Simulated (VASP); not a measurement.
TiAl: single point with r2SCAN

The system is TiAl.

```xyz
2
Lattice="2.8686 0.0000 0.0000 -1.4343 2.4843 0.0000 0.0000 0.0000 4.6339" Properties=species:S:1:pos:R:3 pbc="T T T"
Ti    0.0000    0.0000    0.0000
Al    0.0000    1.6562    2.3169
```

```
Program             : VASP 6.6.1
Task                : single point
Functional          : r2SCAN
Potentials or basis : VASP PAW PBE potentials, release 64 (Ti_sv, Al)
Cutoff              : 520 eV
k mesh              : 18 × 18 × 10
Occupations         : gaussian, width 0.1 eV
Spin                : no spin polarisation
```

| Item | Value |
| --- | --- |
| Pressure | 0.1 GPa |
| Band gap on the k mesh | zero (an odd number of electrons rules out a gap without spin polarisation) |

Levels at points of the mesh, in eV from the Fermi level:
```
           k point  band 4  band 5  band 6  band 7  band 8  band 9  band 10  band 11
(0.00, 0.00, 0.00)  -33.69   -9.47   -2.39   -2.00    1.44    1.44     3.07     3.07
(0.50, 0.00, 0.00)  -33.82   -3.95   -3.01   -1.55   -0.99    2.36     4.21     4.34
(0.00, 0.00, 0.50)  -33.69   -8.50   -5.63   -0.38    1.46    1.46     2.98     2.98
(0.50, 0.00, 0.50)  -33.82   -3.84   -2.56   -1.91    0.41    1.08     2.14     3.37
```

It took 9.2 min on 1 thread of Intel Xeon 8259CL (shared host), peak memory 0.25 GiB.

Caveat: the PAW data sets were made with another functional, which shifts forces and pressure a little.
